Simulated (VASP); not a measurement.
# Sb in VASP: single point with HSE06

Aim: the single point of Sb with HSE06.

Everything below comes from runs of VASP 6.6.1. Logs are shortened: lines on timing, memory, paths and dates and some standing lists are left out, and cuts for length are marked.

## (1) The cell of the first run

The cell holds a slab with vacuum, 4 atoms: a = 5.258 Å, b = 4.346 Å, c = 29.022 Å, α = 90.00°, β = 90.00°, γ = 90.00°.

## (2) Single point, HSE06 (strain +2.5%)

POSCAR reads:

```
Sb
1.0
    5.2576507227      0.0000000000      0.0000000000
    0.0000000000      4.3460783334      0.0000000000
    0.0000000000      0.0000000000     29.0216962420
Sb
4
Direct
    0.0658307549      0.0000000000      0.3748890330
    0.4341692451      0.5000000000      0.3748890330
    0.5658307549      0.5000000000      0.2797935825
    0.9341692451      0.0000000000      0.2797935825
```

INCAR.step1 reads:

```
SYSTEM = Sb
ALGO = Normal
DIPOL = 0.5 0.5 0.327
EDIFF = 1E-5
ENCUT = 400
GGA = PE
GGA_COMPAT = .False.
IDIPOL = 3
ISIF = 2
ISMEAR = 0
LASPH = .True.
LCHARG = .False.
LDIPOL = .True.
LREAL = .False.
LWAVE = .True.
NBANDS = 18
NELM = 120
NELMDL = -8
PREC = Accurate
SIGMA = 0.01
```

INCAR.step2 reads:

```
SYSTEM = Sb
ALGO = Normal
DIPOL = 0.5 0.5 0.327
EDIFF = 1E-6
ENCUT = 400
GGA = PE
GGA_COMPAT = .False.
HFSCREEN = 0.2079
IDIPOL = 3
ISIF = 2
ISMEAR = 0
ISTART = 1
LASPH = .True.
LCHARG = .False.
LDIPOL = .True.
LHFCALC = .True.
LREAL = .False.
LWAVE = .False.
NBANDS = 18
NELM = 120
PREC = Accurate
PRECFOCK = Normal
SIGMA = 0.01
```

KPOINTS reads:

```
k-points
0
Gamma
  4 4 1
  0 0 0
```

Potentials or basis: VASP PAW PBE potentials, release 64 (Sb).

Launch:

```console
> cat potpaw_PBE.64/Sb/POTCAR > POTCAR
> cp INCAR.step1 INCAR
> mpirun -np 1 vasp_std > vasp.out
> cp INCAR.step2 INCAR
> mpirun -np 1 vasp_std > vasp.out
```

OUTCAR:

```text
SYSTEM = Sb
   EDIFF = 1E-6
   ENCUT = 400
   GGA = PE
   HFSCREEN = 0.2079
   ISIF = 2
   ISMEAR = 0
   ISTART = 1
   LASPH = .True.
   LHFCALC = .True.
   LREAL = .False.
   NELM = 120
   PREC = Accurate
   PRECFOCK = Normal

 ion  position               nearest neighbor table
   1  0.066  0.000  0.375-   4 2.85   2 2.91   2 2.91
   2  0.434  0.500  0.375-   3 2.85   1 2.91   1 2.91
   3  0.566  0.500  0.280-   2 2.85   4 2.91   4 2.91
   4  0.934  0.000  0.280-   1 2.85   3 2.91   3 2.91

  LATTYP: Found a simple orthorhombic cell.
 ALAT       =     4.3460783334
 B/A-ratio  =     1.2097459639
 C/A-ratio  =     6.6776744494

  Lattice vectors:

 A1 = (   0.0000000000,  -4.3460783334,   0.0000000000)
 A2 = (   5.2576507227,   0.0000000000,   0.0000000000)
 A3 = (   0.0000000000,   0.0000000000,  29.0216962420)

Analysis of symmetry for initial positions (statically):
=====================================================================
 Subroutine PRICEL returns:
 Original cell was already a primitive cell.

 Routine SETGRP: Setting up the symmetry group for a
 simple orthorhombic supercell.

 Subroutine GETGRP returns: Found  8 space group operations
 (whereof  2 operations were pure point group operations)
 out of a pool of  8 trial point group operations.

The static configuration has the point symmetry C_1h.
 The point group associated with its full space group is D_2h.

Analysis of symmetry for dynamics (positions and initial velocities):
=====================================================================
 Subroutine PRICEL returns:
 Original cell was already a primitive cell.

 Routine SETGRP: Setting up the symmetry group for a
 simple orthorhombic supercell.

 Subroutine GETGRP returns: Found  8 space group operations
 (whereof  2 operations were pure point group operations)
 out of a pool of  8 trial point group operations.

The dynamic configuration has the point symmetry C_1h.
 The point group associated with its full space group is D_2h.

 Subroutine INISYM returns: Found  8 space group operations
 (whereof  2 operations are pure point group operations),
 and found     1 'primitive' translations

----------------------------------------------------------------------------------------

                                     Primitive cell

  volume of cell :     663.1505
[... 90 lines left out ...]
   EMIN   =  10.00;   EMAX   =-10.00  energy-range for DOS
   EFERMI =   0.00;   METHOD = LEGACY
   ISMEAR =     0;   SIGMA  =   0.01  broadening in eV -4-tet -1-fermi 0-gaus
   EFERMI_NEDOS =   21; number of points for ismear=-14 and -15
   IALGO  =     38    algorithm
   IMIX   =      1    mixing-type and parameters
     AMIX     =   0.40;   BMIX     =  1.00
     AMIX_MAG =   1.60;   BMIX_MAG =  1.00
  volume/ion in A,a.u.               =     165.79      1118.79
  Fermi-wavevector in a.u.,A,eV,Ry     =   0.509582  0.962970  3.533078  0.259674
  Thomas-Fermi vector in A             =   1.522162
   LORBIT       =      0    0 simple, 1 ext, 2 COOP (PROOUT), +10 PAW based schemes
   GGA     = PE    functional components
   LHFCALC =     T    Hartree Fock is set to
   PRECFOCK=normal    Normal, Fast or Accurate (Low or Medium for compatibility)
   ENCUT4O =  -1.0   cutoff for four orbital integrals eV
   NKREDX  =     1    reduce k-point grid by
   NKREDY  =     1    reduce k-point grid by
   NKREDZ  =     1    reduce k-point grid by
   AEXX    =    0.2500 exact exchange contribution
   HFSCREEN=    0.2079 screening length (either q_TF or 0.3 A-1)
   HFSCREENC=   0.2079 screening length for correlation (either q_TF or 0.3 A-1)
   ENCUTFOCK=  -1.0 apply spherical cutoff to Coloumb kernel
   IVDW    =     0    specifies the selected vdW correction
   LEPSILON=     F    determine dielectric tensor
   LRPA    =     F    only Hartree local field effects (RPA)
 non-spin polarized calculation
 Gauss-broadening in eV      SIGMA  =   0.01
  energy-cutoff  :      400.00
  volume of cell :      663.15
 maximum number of plane-waves:     12118
 NGX is ok and might be reduce to    36
  NGX = 28; NGY = 24; NGZ =150

 number of electron      19.9999998 magnetization

 dipolmoment           0.000000      0.000000     -0.000020 electrons x Angstroem

 Free energy of the ion-electron system (eV)
  ---------------------------------------------------
  ext. energy  EPLUGINS =         0.00000000
  ---------------------------------------------------
  free energy    TOTEN  =       -19.90454980 eV

  energy without entropy =      -19.90454980  energy(sigma->0) =      -19.90454980

 E-fermi :  -2.7893     XC(G=0):  -1.9008

 val. band max:       -2.8797153050   @ k =   0.0000   0.0000   0.0000
 cond. band min:      -1.4173447399   @ k =   0.0000   0.0000   0.0000
 fundamental gap:      1.4623705651
 Fermi energy:        -2.7892970126

 k-point     1 :       0.0000    0.0000    0.0000
  band No.  band energies     occupation
      1     -15.4211      2.00000
      2     -13.4760      2.00000
      3     -11.2539      2.00000
      4      -8.4964      2.00000
      5      -6.7044      2.00000
      6      -5.9065      2.00000
[... 166 lines left out ...]
      5      -6.8659      2.00000
      6      -6.8659      2.00000
[... 10 lines left out ...]
     17       3.2895      0.00000
     18       3.2895      0.00000

------------------------ aborting loop because EDIFF is reached ----------------------------------------

 vacuum level on the upper side and lower side of the slab       (xc-potential included)         0.002         0.001

  FORCE on cell =-STRESS in cart. coord.  units (eV):
  Direction    XX          YY          ZZ          XY          YZ          ZX
  --------------------------------------------------------------------------------------
  -------------------------------------------------------------------------------------
  Total       -2.4763289     -2.9172168     -0.9952629      0.0000000      0.0000000      0.0000000
  in kB       -5.9828323     -7.0480214     -2.4045640      0.0000000      0.0000000      0.0000000
  external PRESSURE =      -5.1451392 kB  Pullay stress =       0.0000000 kB

 VOLUME and BASIS-vectors are now :
 -----------------------------------------------------------------------------
  energy-cutoff  :      400.00
  volume of cell :      663.15
      direct lattice vectors                 reciprocal lattice vectors
     5.257650723  0.000000000  0.000000000     0.190199017  0.000000000  0.000000000
     0.000000000  4.346078333  0.000000000     0.000000000  0.230092493  0.000000000
     0.000000000  0.000000000 29.021696242     0.000000000  0.000000000  0.034456980

 POSITION                                       TOTAL-FORCE (eV/Angst)
 -----------------------------------------------------------------------------------
      0.34612      0.00000     10.87992         0.100213      0.000000     -0.180310
      2.28271      2.17304     10.87992        -0.100213      0.000000     -0.180310
      2.97494      2.17304      8.12008         0.100213      0.000000      0.180310
      4.91154      0.00000      8.12008        -0.100213      0.000000      0.180310
 -----------------------------------------------------------------------------------
    total drift:                               -0.000000     -0.000000     -0.000056

  FREE ENERGIE OF THE ION-ELECTRON SYSTEM (eV)
  ---------------------------------------------------
  free  energy   TOTEN  =       -19.9045497951 eV

  energy  without entropy=      -19.9045497951  energy(sigma->0) =      -19.90454980

 vacuum level on the upper side and lower side of the slab         2.038         2.038
```

OUTCAR.step1:

```text
SYSTEM = Sb
   EDIFF = 1E-5
   ENCUT = 400
   GGA = PE
   ISIF = 2
   ISMEAR = 0
   LASPH = .True.
[... 412 lines left out ...]
      2.97494      2.17304      8.12008        -0.193959     -0.000000     -0.175603
      4.91154      0.00000      8.12008         0.193959      0.000000     -0.175603
 -----------------------------------------------------------------------------------
    total drift:                                0.000000     -0.000000      0.000106

  FREE ENERGIE OF THE ION-ELECTRON SYSTEM (eV)
  ---------------------------------------------------
  free  energy   TOTEN  =       -16.1260271920 eV

  energy  without entropy=      -16.1260271920  energy(sigma->0) =      -16.12602719

 vacuum level on the upper side and lower side of the slab         2.031         2.030
```

Wall time 48 min (1 thread of Intel Xeon 8259CL, shared host); peak memory 0.66 GiB.

Results:

```yaml
Free_energy: -19.9045 eV
Largest_force: 0.206 eV/Å
Band_gap_on_the_k_mesh: 1.46 eV
```

Forces in eV/Å, atoms in the order of the input:
```
Sb   0.100  0.000 -0.180
Sb  -0.100  0.000 -0.180
Sb   0.100  0.000  0.180
Sb  -0.100  0.000  0.180
```

Caveat: the cell differs from its parent crystal (strain +2.5%); the PAW data sets were made with another functional, which shifts forces and pressure a little; spin-orbit coupling is left out, which moves the levels of the heavy elements.
